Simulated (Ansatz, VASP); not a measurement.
## One calculation of Bi2Se3, two programs

```
Bi Se
1.0
     2.18681    1.26256    8.56519
    -2.18681    1.26256    8.56519
     0.00000   -2.52512    8.56519
Bi Se
2 3
Direct
  0.40080 0.40080 0.40080
  0.59920 0.59920 0.59920
  0.00000 0.00000 0.00000
  0.21170 0.21170 0.21170
  0.78830 0.78830 0.78830
```

Alike in both runs: task single point; functional PBEsol; k mesh 12 × 12 × 12; occupations gaussian, width 0.03 eV; no spin polarisation.

|  | VASP | Ansatz |
| --- | --- | --- |
| version | VASP 6.6.1 | Ansatz 0.2.0 |
| potentials or method | VASP PAW PBE potentials, release 64 (Bi_d, Se), cutoff 520 eV | scalar-relativistic, plane waves, PAW |
| valence electrons in the cell | 48 | 78 |

```tsv
	VASP	Ansatz	Ansatz less VASP
gap on the k mesh at the Fermi level (eV)	none	none	-
pressure (GPa)	-0.9	-0.9	-0.04
traceless stress, the component that is largest in VASP (GPa)	3.31	3.32	+0.014
rms of the force components (eV/Å)	0.091	0.087	-0.0040
```

VASP's potentials were made for PBE, not for PBEsol. Atom by atom the forces differ by 0.005 eV/Å (rms over components). A gap of «none» marks a metal or a gap that the smearing closes. VASP's potentials hold 48 valence electrons a cell and Ansatz's 78, so a difference there can come from the potentials and not from the codes.

Spin-orbit coupling is off throughout.
